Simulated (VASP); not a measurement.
Runs of VASP 6.6.1 on Si2N. The structure is that of space group P4_2/mnm (No. 136), or close to it. The cells are those of the table. 

| task | cell | k mesh | cutoff (eV) | gap on the mesh (eV) | pressure (GPa) | relaxed volume (Å³/atom) | largest force (eV/Å) |
| --- | --- | --- | --- | --- | --- | --- | --- |
| single point | a = 6.567, b = 6.567, c = 2.589 Å, 6 atoms | 4 × 4 × 6 | 520 | none | 0.0 | - | (a) |
| single point | a = 6.693, b = 6.693, c = 2.559 Å, 6 atoms | 6 × 6 × 14 | 520 | none | -0.1 | - | (b) |
| relaxation of cell and atoms | relaxed from a = 6.567, b = 6.567, c = 2.589 Å, 6 atoms | 6 × 6 × 14 | 600 | none | 0.0 | 19.03 | - |
| single point | a = 2.559, b = 6.693, c = 6.693 Å, 6 atoms | 10 × 4 × 4 | 520 | none | 0.2 | - | 0.01 |
| relaxation of cell and atoms | relaxed from a = 4.954, b = 4.954, c = 3.191 Å, 6 atoms | 4 × 4 × 6 | 600 | none | -0.1 | 17.57 | 0.01 |

Alike in all rows: level PBE; potentials or basis VASP PAW PBE potentials, release 64 (Si, N); no spin polarisation; smearing gaussian 0.1 eV.

Estimate the missing entries.

(a) 0.02; (b) 0.03.

Caveats: some runs use coarse meshes; the volume moved by over 15 % at a fixed basis, so the end points are rough (some runs).

A gap of «none» marks levels without a gap at the run's occupations.
